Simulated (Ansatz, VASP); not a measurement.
# Al3InAs4 in VASP and in Ansatz

```
Al In As
1.0
     5.78071    0.00000    0.00000
     0.00000    5.78071    0.00000
     0.00000    0.00000    5.78071
Al In As
3 1 4
Direct
  0.50000 0.50000 0.00000
  0.50000 0.00000 0.50000
  0.00000 0.50000 0.50000
  0.00000 0.00000 0.00000
  0.73937 0.73937 0.26063
  0.73937 0.26063 0.73937
  0.26063 0.73937 0.73937
  0.26063 0.26063 0.26063
```

Alike in both runs: task relaxation of cell and atoms; functional r2SCAN; k mesh 6 × 6 × 6; occupations gaussian, width 0.02 eV; no spin polarisation.

|  | VASP | Ansatz |
| --- | --- | --- |
| version | VASP 6.6.1 | Ansatz 0.2.0 |
| potentials or method | VASP PAW PBE potentials, release 64 (Al, In_d, As), cutoff 550 eV | scalar-relativistic, plane waves, PAW |
| valence electrons in the cell | 42 | 82 |

```csv
,VASP,Ansatz,Ansatz less VASP
"gap on the k mesh at the Fermi level, each at its own relaxed structure (eV)",1.88,1.88,-0.001
relaxed volume (Å³/atom),24.15,24.15,0.000
relaxed length of the cell vector where the two differ most in proportion (Å),5.781,5.781,0.0000
```

VASP's potentials were made for PBE, not for r2SCAN. VASP's potentials hold 42 valence electrons a cell and Ansatz's 82, so a difference there can come from the potentials and not from the codes.

Noted on VASP's run: the relaxation stopped at its first step, so nothing moved.
